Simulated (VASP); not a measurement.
Set up this calculation in VASP 6.6.1, as the native input.

| Quantity | Value |
| --- | --- |
| Task | single point |
| Functional | PBE |
| Potentials or basis | VASP PAW PBE potentials, release 64 (Sc_sv, Al) |
| Cutoff | 520 eV |
| k mesh | 12 × 12 × 12 |
| Occupations | fermi-dirac, width 0.15 eV |
| Spin | no spin polarisation |
| Dipole correction | no |
| Further INCAR settings | ALGO = Normal; EDIFF = 1e-06; NBANDS = 18 |

The structure of ScAl3 lies in POSCAR:

```
ScAl3
1.0
    4.1080511666      0.0000000000      0.0000000000
    0.0000000000      4.1080511666      0.0000000000
    0.0000000000      0.0000000000      4.1080511666
Sc Al
1 3
Direct
    0.0000000000      0.0000000000      0.0000000000
    0.5000000000      0.0000000000      0.5000000000
    0.0000000000      0.5000000000      0.5000000000
    0.5000000000      0.5000000000      0.0000000000
```

These files were run (other wordings do the same):

INCAR

```
SYSTEM = ScAl3
PREC     = Accurate       ! precision mode
ENCUT    = 520            ! plane-wave cutoff, eV
EDIFF    = 1E-6           ! SCF threshold, eV
ISMEAR   = -1             ! smearing method
SIGMA    = 0.15           ! smearing width, eV
LREAL    = .False.        ! projectors in reciprocal space
LASPH    = .True.         ! aspherical terms in the spheres
NELM     = 100            ! most SCF steps
ALGO     = Normal         ! electronic algorithm
ISIF     = 2              ! what is computed and relaxed
LWAVE    = .False.        ! write WAVECAR
LCHARG   = .False.        ! write CHGCAR
GGA      = PE             ! functional
NBANDS   = 18             ! bands
```

KPOINTS

```
Automatic mesh
0
Gamma
  12 12 12
  0 0 0
```

Potentials or basis: VASP PAW PBE potentials, release 64 (Sc_sv, Al).

Command:

```sh
$ cat potpaw_PBE.64/Sc_sv/POTCAR potpaw_PBE.64/Al/POTCAR > POTCAR
$ mpirun -np 1 vasp_std > vasp.out
```

Results of the run:

```
Pressure               : 0.0 GPa
Band gap on the k mesh : zero (bands 10 and 11 overlap by 3.86 eV)
```

Run time: 68 s on 1 thread of Intel(R) Xeon(R) Platinum 8259CL CPU @ 2.50GHz (Skylake/Cascade Lake) (shared host), peak memory 0.24 GiB.
